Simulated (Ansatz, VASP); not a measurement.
ZnS in VASP and in Ansatz

```
CELL_PARAMETERS angstrom
1.94648 1.12380 9.56526
-1.94648 1.12380 9.56526
0.00000 -2.24760 9.56526
ATOMIC_POSITIONS crystal
Zn 0.99997 0.99997 0.99997
Zn 0.22227 0.22227 0.22227
Zn 0.44461 0.44461 0.44461
S 0.08327 0.08327 0.08327
S 0.52784 0.52784 0.52784
S 0.30536 0.30536 0.30536
```

Alike in both runs: task single point; functional PBEsol; k mesh 6 × 6 × 6; no spin polarisation.

```csv
,VASP,Ansatz
version,VASP 6.6.1,Ansatz 0.2.0
potentials or method,"VASP PAW PBE potentials, release 64 (Zn, S), cutoff 520 eV","plane waves, PAW"
occupations,"gaussian, width 0.01 eV",fixed
valence electrons in the cell,54,54
```

VASP gave:

| Quantity | Value |
| --- | --- |
| pressure (GPa) | -5.4 |

Q: Which values does Ansatz return?

A: Pressure (GPa): -5.5.

VASP's potentials were made for PBE, not for PBEsol.
